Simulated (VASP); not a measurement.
Input of a VASP 6.6.1 run:

File INCAR:

```
PREC = Accurate
ENCUT = 600
EDIFF = 1E-6
ISMEAR = 0
SIGMA = 0.01
LREAL = F
LASPH = T
NELM = 120
ALGO = Normal
ISIF = 2
LWAVE = F
LCHARG = F
GGA = PE
NBANDS = 11
GGA_COMPAT = F
```

KPOINTS

```
regular mesh
0
Gamma
  8 8 8
```

File POSCAR:

```
MgO
1.0
    0.0000000000      2.1085000000      2.1085000000
    2.1085000000      0.0000000000      2.1085000000
    2.1085000000      2.1085000000      0.0000000000
Mg O
1 1
Direct
    0.0000000000      0.0000000000      0.0000000000
    0.5000000000      0.5000000000      0.5000000000
```

Potentials or basis: VASP PAW PBE potentials, release 64 (Mg, O).

Launch:

```sh
$ cat potpaw_PBE.64/Mg/POTCAR potpaw_PBE.64/O/POTCAR > POTCAR
$ mpirun -np 1 vasp_std > vasp.out
```

Question: Estimate the band gap on the k mesh.

Answer: 4.69 eV, direct.

Question: Predict the pressure.

Answer: 3.1 GPa.
